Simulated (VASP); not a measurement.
# Co (Fd-3m) in VASP: notebook

The runs below take Co through single point, with PBE.

All numbers are computed with VASP 6.6.1; they aren't measurements. Logs are shortened: lines on timing, memory, paths and dates and some standing lists are left out, and cuts for length are marked.

**1. The cell of the first run**

It takes space group Fd-3m (No. 227, cubic). The conventional cell has a = 4.007 Å, b = 4.007 Å, c = 4.007 Å, α = 90.00°, β = 90.00°, γ = 90.00°. Co (site symmetry -43m) has 4 Co at 1.74 Å within 2.3 Å.

This isn't the form of Co at room conditions, which is hcp.

**2. Single point, PBE, collinear spin, ferromagnetic start**

The input, INCAR:

```
ALGO = Normal
EDIFF = 1E-7
ENCUT = 520
GGA = PE
ISIF = 2
ISMEAR = -1
ISPIN = 2
LASPH = True
LCHARG = False
LMAXMIX = 4
LORBIT = 11
LREAL = False
LWAVE = False
MAGMOM = 1.7 1.7
NBANDS = 20
NELM = 150
PREC = Accurate
SIGMA = 0.08
```

The input, KPOINTS:

```
k-points
0
Gamma
  16 16 16
```

The input, POSCAR:

```
Co
1.0
    0.0000000000      2.0035540329      2.0035540329
    2.0035540329      0.0000000000      2.0035540329
    2.0035540329      2.0035540329      0.0000000000
Co
2
Direct
   -0.1250000000     -0.1250000000     -0.1250000000
    0.1250000000      0.1250000000      0.1250000000
```

Potentials or basis: VASP PAW PBE potentials, release 64 (Co).

Command:

```bash
cat potpaw_PBE.64/Co/POTCAR > POTCAR
mpirun -np 1 vasp_std > vasp.out
```

OUTCAR:

```text
EDIFF = 1E-7
   ENCUT = 520
   GGA = PE
   ISIF = 2
   ISMEAR = -1
   ISPIN = 2
   LASPH = True
   LORBIT = 11
   LREAL = False
   NELM = 150
   PREC = Accurate

 ion  position               nearest neighbor table
   1  0.875  0.875  0.875-   2 1.74   2 1.74   2 1.74   2 1.74
   2  0.125  0.125  0.125-   1 1.74   1 1.74   1 1.74   1 1.74

  LATTYP: Found a face centered cubic cell.
 ALAT       =     4.0071080658

  Lattice vectors:

 A1 = (   0.0000000000,   2.0035540329,   2.0035540329)
 A2 = (   2.0035540329,   0.0000000000,   2.0035540329)
 A3 = (   2.0035540329,   2.0035540329,   0.0000000000)

Analysis of symmetry for initial positions (statically):
=====================================================================
 Subroutine PRICEL returns:
 Original cell was already a primitive cell.

 Routine SETGRP: Setting up the symmetry group for a
 face centered cubic supercell.

 Subroutine GETGRP returns: Found 48 space group operations
 (whereof 12 operations were pure point group operations)
 out of a pool of 48 trial point group operations.

The static configuration has the point symmetry D_3d.
 The point group associated with its full space group is O_h .

Analysis of symmetry for dynamics (positions and initial velocities):
=====================================================================
 Subroutine PRICEL returns:
 Original cell was already a primitive cell.

 Routine SETGRP: Setting up the symmetry group for a
 face centered cubic supercell.

 Subroutine GETGRP returns: Found 48 space group operations
 (whereof 12 operations were pure point group operations)
 out of a pool of 48 trial point group operations.

The dynamic configuration has the point symmetry D_3d.
 The point group associated with its full space group is O_h .

Analysis of structural, dynamic, and magnetic symmetry:
=====================================================================
 Subroutine PRICEL returns:
 Original cell was already a primitive cell.

 Routine SETGRP: Setting up the symmetry group for a
 face centered cubic supercell.

 Subroutine GETGRP returns: Found 48 space group operations
 (whereof 12 operations were pure point group operations)
 out of a pool of 48 trial point group operations.

The overall configuration has the point symmetry D_3d.
 The point group associated with its full space group is O_h .

 Subroutine INISYM returns: Found 48 space group operations
 (whereof 12 operations are pure point group operations),
 and found     1 'primitive' translations

----------------------------------------------------------------------------------------

                                     Primitive cell

  volume of cell :      16.0854

  direct lattice vectors                    reciprocal lattice vectors
     0.000000000  2.003554033  2.003554033    -0.249556534  0.249556534  0.249556534
     2.003554033  0.000000000  2.003554033     0.249556534 -0.249556534  0.249556534
     2.003554033  2.003554033  0.000000000     0.249556534  0.249556534 -0.249556534

  length of vectors
     2.833453286  2.833453286  2.833453286     0.432244596  0.432244596  0.432244596

  position of ions in fractional coordinates (direct lattice)
     0.875000000  0.875000000  0.875000000
     0.125000000  0.125000000  0.125000000

  ion indices of the primitive-cell ions
   primitive index   ion index
                 1           1
                 2           2

----------------------------------------------------------------------------------------

 KPOINTS: k-points

Automatic generation of k-mesh.
 Grid dimensions read from file:
 generate k-points for:   16   16   16

 Generating k-lattice:

  Cartesian coordinates                     Fractional coordinates (reciprocal lattice)
    -0.015597283  0.015597283  0.015597283     0.062500000  0.000000000  0.000000000
     0.015597283 -0.015597283  0.015597283     0.000000000  0.062500000  0.000000000
     0.015597283  0.015597283 -0.015597283     0.000000000  0.000000000  0.062500000

  Length of vectors
     0.027015287  0.027015287  0.027015287

  Shift w.r.t. Gamma in fractional coordinates (k-lattice)
     0.000000000  0.000000000  0.000000000

 Subroutine IBZKPT returns following result:
 ===========================================

 Found    145 irreducible k-points:

 Following reciprocal coordinates:
            Coordinates               Weight
  0.000000  0.000000  0.000000      1.000000
  0.062500  0.000000  0.000000      8.000000
  0.125000  0.000000  0.000000      8.000000
  0.187500  0.000000  0.000000      8.000000
  0.250000  0.000000  0.000000      8.000000
  0.312500  0.000000  0.000000      8.000000
[... 16 lines left out ...]
 -0.125000  0.062500  0.000000     24.000000
 -0.062500  0.062500  0.000000     12.000000
 [... further k-points ...]
   k-points           NKPTS =    145   k-points in BZ     NKDIM =    145   number of bands    NBANDS=     20
   number of dos      NEDOS =    301   number of ions     NIONS =      2
   total plane-waves  NPLWV =  13824
   dimension x,y,z NGX =    24 NGY =   24 NGZ =   24
   dimension x,y,z NGXF=    48 NGYF=   48 NGZF=   48
   ions per type =               2
   NGX,Y,Z   is equivalent  to a cutoff of  14.08, 14.08, 14.08 a.u.
   NGXF,Y,Z  is equivalent  to a cutoff of  28.16, 28.16, 28.16 a.u.
 SYSTEM =  unknown system
   PREC   = accura    normal or accurate (medium, high low for compatibility)
   ISTART =      0    job   : 0-new  1-cont  2-samecut
   ICHARG =      2    charge: 1-file 2-atom 10-const
   ISPIN  =      2    spin polarized calculation?
   LNONCOLLINEAR =      F non collinear calculations
   LSORBIT =      F    spin-orbit coupling
   LASPH  =      T    aspherical Exc in radial PAW
   ENCUT  =  520.0 eV  38.22 Ry    6.18 a.u.   5.27  5.27  5.27*2*pi/ulx,y,z
   NELM   =    150;   NELMIN=  2; NELMDL= -5     # of ELM steps
   EDIFF  = 0.1E-06   stopping-criterion for ELM
   LREAL  =      F    real-space projection
   EDIFFG = 0.1E-05   stopping-criterion for IOM
   NSW    =      0    number of steps for IOM
   IBRION =     -1    ionic relax: 0-MD 1-quasi-New 2-CG
   NFREE  =      0    steps in history (QN), initial steepest desc. (CG)
   ISIF   =      2    stress and relaxation
   ISYM   =      2    0-nonsym 1-usesym 2-fastsym
   POTIM  = 0.5000    time-step for ionic-motion
   TEBEG  =    0.0;   TEEND  =   0.0 temperature during run
   PSTRESS=    0.0 pullay stress
   NELECT =      18.0000    total number of electrons
   NUPDOWN=      -1.0000    fix difference up-down
   EMIN   =  10.00;   EMAX   =-10.00  energy-range for DOS
   EFERMI =   0.00;   METHOD = LEGACY
   ISMEAR =    -1;   SIGMA  =   0.08  broadening in eV -4-tet -1-fermi 0-gaus
   EFERMI_NEDOS =   21; number of points for ismear=-14 and -15
   IALGO  =     38    algorithm
   IMIX   =      4    mixing-type and parameters
     AMIX     =   0.40;   BMIX     =  1.00
     AMIX_MAG =   1.60;   BMIX_MAG =  1.00
  volume/ion in A,a.u.               =       8.04        54.27
  Fermi-wavevector in a.u.,A,eV,Ry     =   1.699631  3.211837 39.303763  2.888745
  Thomas-Fermi vector in A             =   2.779913
   LORBIT       =     11    0 simple, 1 ext, 2 COOP (PROOUT), +10 PAW based schemes
   GGA     = PE    functional components
   LHFCALC =     F    Hartree Fock is set to
   AEXX    =    0.0000 exact exchange contribution
   IVDW    =     0    specifies the selected vdW correction
   LEPSILON=     F    determine dielectric tensor
   LRPA    =     F    only Hartree local field effects (RPA)
 spin polarized calculation
  energy-cutoff  :      520.00
  volume of cell :       16.09
 maximum number of plane-waves:       445
 NGX is ok and might be reduce to    24
   NGX = 11   NGY = 11   NGZ = 11

 number of electron      17.9999995 magnetization      -0.0000707

 number of electron      17.9999995 magnetization       0.0000043

 Free energy of the ion-electron system (eV)
  ---------------------------------------------------
  ext. energy  EPLUGINS =         0.00000000
  ---------------------------------------------------
  free energy    TOTEN  =        -4.29759047 eV

  energy without entropy =       -4.26081855  energy(sigma->0) =       -4.27920451

 E-fermi :  16.2631     XC(G=0): -14.9358

 val. band max:       16.2629713956   @ k =  -0.1875   0.1875   0.0000
 cond. band min:      16.2665909152   @ k =  -0.2500   0.3125   0.0625
 fundamental gap:      0.0036195197
 Fermi energy:        16.2630767290

 spin component 1

 k-point     1 :       0.0000    0.0000    0.0000
  band No.  band energies     occupation
      1       5.3938      1.00000
      2       9.3396      1.00000
      3       9.3396      1.00000
      4      10.5322      1.00000
      5      10.5322      1.00000
      6      10.5322      1.00000
[... 12 lines left out ...]
     19      41.4363      0.00000
     20      43.7747      0.00000

 k-point     2 :       0.0625    0.0000    0.0000
  band No.  band energies     occupation
      1       5.5177      1.00000
      2       9.2772      1.00000
      3       9.2772      1.00000
      4      10.5366      1.00000
      5      10.6358      1.00000
      6      10.6358      1.00000
[... 12 lines left out ...]
     19      42.0010      0.00000
     20      43.1651      0.00000
[... 465 lines left out ...]
      3       9.2985      1.00000
      4      10.5872      1.00000
      5      10.8080      1.00000
      6      11.1476      1.00000
[... 12 lines left out ...]
     19      41.4848      0.00000
     20      43.3143      0.00000

 k-point    24 :      -0.0625    0.0625    0.0000
  band No.  band energies     occupation
      1       5.7204      1.00000
      2       9.0826      1.00000
      3       9.3271      1.00000
      4      10.5583      1.00000
      5      10.6582      1.00000
      6      10.8732      1.00000
[... 12 lines left out ...]
     19      41.5482      0.00000
     20      42.7185      0.00000

 [... further k-points ...]

 spin component 2

 k-point     1 :       0.0000    0.0000    0.0000
  band No.  band energies     occupation
      1       5.3938      1.00000
      2       9.3396      1.00000
      3       9.3396      1.00000
      4      10.5322      1.00000
      5      10.5322      1.00000
      6      10.5322      1.00000
[... 12 lines left out ...]
     19      41.4363      0.00000
     20      43.7747      0.00000

 k-point     2 :       0.0625    0.0000    0.0000
  band No.  band energies     occupation
      1       5.5177      1.00000
      2       9.2772      1.00000
      3       9.2772      1.00000
      4      10.5366      1.00000
      5      10.6358      1.00000
      6      10.6358      1.00000
[... 12 lines left out ...]
     19      42.0010      0.00000
     20      43.1651      0.00000
[... 465 lines left out ...]
      3       9.2985      1.00000
      4      10.5872      1.00000
      5      10.8080      1.00000
      6      11.1476      1.00000
[... 12 lines left out ...]
     19      41.4848      0.00000
     20      43.3143      0.00000

 k-point    24 :      -0.0625    0.0625    0.0000
  band No.  band energies     occupation
      1       5.7204      1.00000
      2       9.0826      1.00000
      3       9.3271      1.00000
      4      10.5583      1.00000
      5      10.6582      1.00000
      6      10.8732      1.00000
[... 12 lines left out ...]
     19      41.5482      0.00000
     20      42.7185      0.00000

 [... further k-points ...]

------------------------ aborting loop because EDIFF is reached ----------------------------------------

  FORCE on cell =-STRESS in cart. coord.  units (eV):
  Direction    XX          YY          ZZ          XY          YZ          ZX
  --------------------------------------------------------------------------------------
  -------------------------------------------------------------------------------------
  Total       28.5476535     28.5476535     28.5476535      0.0000000     -0.0000000     -0.0000000
  in kB     2843.4645983   2843.4645983   2843.4645983      0.0000000     -0.0000000     -0.0000000
  external PRESSURE =    2843.4645983 kB  Pullay stress =       0.0000000 kB

 VOLUME and BASIS-vectors are now :
 -----------------------------------------------------------------------------
  energy-cutoff  :      520.00
  volume of cell :       16.09
      direct lattice vectors                 reciprocal lattice vectors
     0.000000000  2.003554033  2.003554033    -0.249556534  0.249556534  0.249556534
     2.003554033  0.000000000  2.003554033     0.249556534 -0.249556534  0.249556534
     2.003554033  2.003554033  0.000000000     0.249556534  0.249556534 -0.249556534

 POSITION                                       TOTAL-FORCE (eV/Angst)
 -----------------------------------------------------------------------------------
      3.50622      3.50622      3.50622        -0.000000     -0.000000     -0.000000
      0.50089      0.50089      0.50089         0.000000      0.000000      0.000000
 -----------------------------------------------------------------------------------
    total drift:                                0.000000      0.000000      0.000000

  FREE ENERGIE OF THE ION-ELECTRON SYSTEM (eV)
  ---------------------------------------------------
  free  energy   TOTEN  =        -4.2975904710 eV

  energy  without entropy=       -4.2608185517  energy(sigma->0) =       -4.27920451

 total charge

# of ion       s       p       d       tot
------------------------------------------
    1        0.800   0.900   8.095   9.795
    2        0.800   0.900   8.095   9.795
--------------------------------------------------
tot          1.600   1.800  16.190  19.590

 magnetization (x)

# of ion       s       p       d       tot
------------------------------------------
    1       -0.000   0.000   0.000   0.000
    2       -0.000   0.000   0.000   0.000
--------------------------------------------------
tot         -0.000   0.000   0.000   0.000
```

It took 64 s on 1 thread of AMD EPYC 9R45 (Zen 5), shared host; peak memory 0.16 GiB.

What came out:

```yaml
Free_energy: -4.2976 eV
Pressure: 284.3 GPa
Band_gap_on_the_k_mesh: zero (filled and empty bands overlap)
Net_moment: 0.00 μB per cell
```

Caveat: atoms lie so close that the PAW spheres overlap strongly, which falsifies energies and pressures; the cell stands under pressure.

**3. Single point, PBE, collinear spin, ferromagnetic start**

The input, INCAR:

```
ALGO = Normal
EDIFF = 1E-6
ENCUT = 520
GGA = PE
ISIF = 2
ISMEAR = -1
ISPIN = 2
LASPH = T
LCHARG = F
LMAXMIX = 4
LORBIT = 11
LREAL = F
LWAVE = F
MAGMOM = 1.7 1.7
NBANDS = 20
NELM = 150
PREC = Accurate
SIGMA = 0.08
```

KPOINTS is that of step 2.

The input, POSCAR:

```
Co
1.0
    0.0000000000      2.0033207855      2.0033207855
    2.0033207855      0.0000000000      2.0033207855
    2.0033207855      2.0033207855      0.0000000000
Co
2
Direct
   -0.1250000000     -0.1250000000     -0.1250000000
    0.1250000000      0.1250000000      0.1250000000
```

Potentials or basis: VASP PAW PBE potentials, release 64 (Co).

Command:

```bash
cat potpaw_PBE.64/Co/POTCAR > POTCAR
mpirun -np 1 vasp_std > vasp.out
```

Wall time 53 s (1 thread of AMD EPYC 9R45 (Zen 5), shared host); peak memory 0.16 GiB.

It converged, with:

```yaml
Free_energy: -4.2876 eV
Pressure: 284.7 GPa
Band_gap_on_the_k_mesh: zero (filled and empty bands overlap)
Net_moment: 0.00 μB per cell
```

Levels at points of the mesh, in eV from the Fermi level:
Spin up:
| k point | band 7 | band 8 | band 9 | band 10 | band 11 | band 12 |
| --- | --- | --- | --- | --- | --- | --- |
| (0.00, 0.00, 0.00) | -2.37 | -2.37 | -2.37 | 0.94 | 0.94 | 18.94 |
| (0.50, 0.00, 0.00) | -2.53 | -1.05 | -1.05 | 0.28 | 0.28 | 3.51 |
| (0.50, 0.50, 0.00) | -2.62 | -2.62 | 0.59 | 0.59 | 3.44 | 3.44 |
Spin down:
| k point | band 7 | band 8 | band 9 | band 10 | band 11 | band 12 |
| --- | --- | --- | --- | --- | --- | --- |
| (0.00, 0.00, 0.00) | -2.37 | -2.37 | -2.37 | 0.94 | 0.94 | 18.94 |
| (0.50, 0.00, 0.00) | -2.53 | -1.05 | -1.05 | 0.28 | 0.28 | 3.51 |
| (0.50, 0.50, 0.00) | -2.62 | -2.62 | 0.59 | 0.59 | 3.44 | 3.44 |

Caveat: atoms lie so close that the PAW spheres overlap strongly, which falsifies energies and pressures; the cell stands under pressure.
